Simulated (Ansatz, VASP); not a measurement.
## One calculation of MgO, two programs

```
Mg O
1.0
     3.28882    0.00000    0.00000
    -1.64441    2.84820    0.00000
     0.00000    0.00000    5.03227
Mg O
2 2
Direct
  0.33333 0.66667 0.00485
  0.66667 0.33333 0.50485
  0.33333 0.66667 0.39975
  0.66667 0.33333 0.89975
```

Alike in both runs: functional r2SCAN; k mesh 12 × 12 × 6; occupations gaussian, width 0.02 eV; no spin polarisation.

Ansatz relaxed the structure, and its values are those at the end. VASP's run is a single point on that final structure, the one shown.

|  | VASP | Ansatz |
| --- | --- | --- |
| version | VASP 6.6.1 | Ansatz 0.2.0 |
| potentials or method | VASP PAW PBE potentials, release 64 (Mg, O), cutoff 520 eV | scalar-relativistic, plane waves, PAW |
| valence electrons in the cell | 16 | 32 |

|  | VASP | Ansatz | Ansatz less VASP |
| --- | --- | --- | --- |
| gap on the k mesh at the Fermi level (eV) | 4.21 | 4.22 | +0.015 |
| least direct gap on the mesh (eV) | 4.21 | 4.22 | +0.015 |
| pressure (GPa) | -0.6 | 0.0 | +0.56 |

VASP's potentials were made for PBE, not for r2SCAN. With one functional, cell and mesh, what is left measures potentials, basis and numerics. VASP's potentials hold 16 valence electrons a cell and Ansatz's 32, so a difference there can come from the potentials and not from the codes.
